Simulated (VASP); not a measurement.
Wanted: the native input for a VASP 6.6.1 run.

| Property | Result |
| --- | --- |
| Task | single point |
| Functional | PBE |
| Potentials or basis | VASP PAW PBE potentials, release 64 (C) |
| Cutoff | 520 eV |
| k mesh | 6 × 6 × 20 |
| Occupations | fermi-dirac, width 0.05 eV |
| Spin | no spin polarisation |
| Dipole correction | no |
| Further INCAR settings | ALGO = Normal; EDIFF = 1e-07; NBANDS = 8 |

The structure of C lies in POSCAR:

```
C
1.0
    4.2551700000      0.0000000000      0.0000000000
    0.0000000000      4.2551700000      0.0000000000
    0.0000000000      0.0000000000      1.2822900000
C
1
Direct
    0.5000000000      0.5000000000      0.5000000000
```

One way to write it, as run:

INCAR

```
SYSTEM = C
ALGO = Normal
EDIFF = 1E-7
ENCUT = 520
GGA = PE
ISIF = 2
ISMEAR = -1
LASPH = .True.
LCHARG = .False.
LREAL = .False.
LWAVE = .False.
NBANDS = 8
NELM = 60
PREC = Accurate
SIGMA = 0.05
```

KPOINTS

```
k-points
0
Gamma
  6 6 20
  0 0 0
```

Potentials or basis: VASP PAW PBE potentials, release 64 (C).

Command:

```sh
$ cat potpaw_PBE.64/C/POTCAR > POTCAR
$ mpirun -np 1 vasp_std > vasp.out
```

It gave:

```yaml
Pressure: 0.1 GPa
Band_gap_on_the_k_mesh: zero (band 2 reaches 7.29 eV, above the bottom of band 3 at -7.22 eV)
```

Run time: 7.4 s on 1 thread of Intel(R) Xeon(R) Platinum 8259CL CPU @ 2.50GHz (Skylake/Cascade Lake), on a shared host, peak memory 0.13 GiB.
